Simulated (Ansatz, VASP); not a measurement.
## One calculation of SnO, two programs

```
Sn O
1.0
     3.35500    0.00000    0.00000
     0.00000    5.67410    0.00000
     0.00000    0.00000    4.22197
Sn O
2 2
Cartesian
  0.0000 1.3159 2.1665
  1.6775 4.3582 0.0555
  0.0000 5.0570 3.1110
  1.6775 0.6171 1.0000
```

Alike in both runs: task single point; functional PBEsol; k mesh 4 × 4 × 4; no spin polarisation.

|  | VASP | Ansatz |
| --- | --- | --- |
| version | VASP 6.6.1 | Ansatz 0.2.0 |
| potentials or method | VASP PAW PBE potentials, release 64 (Sn_d, O) | plane waves, PAW |
| plane-wave cutoff (eV) | 520 | 420 |
| occupations | gaussian, width 0.01 eV | fixed |
| valence electrons in the cell | 40 | 40 |

VASP gave:

* pressure (GPa): -3.0
* traceless stress, the component that is largest in VASP (GPa): -0.57
* rms of the force components (eV/Å): 0.153

Task: What did Ansatz give for the same quantities?

Result: Pressure (GPa): -3.2; traceless stress, the component that is largest in VASP (GPa): -0.60; rms of the force components (eV/Å): 0.184.

VASP's potentials were made for PBE, not for PBEsol. Atom by atom the forces differ by 0.033 eV/Å (rms over components).

The k mesh is coarse, so the values compare programs but aren't converged.
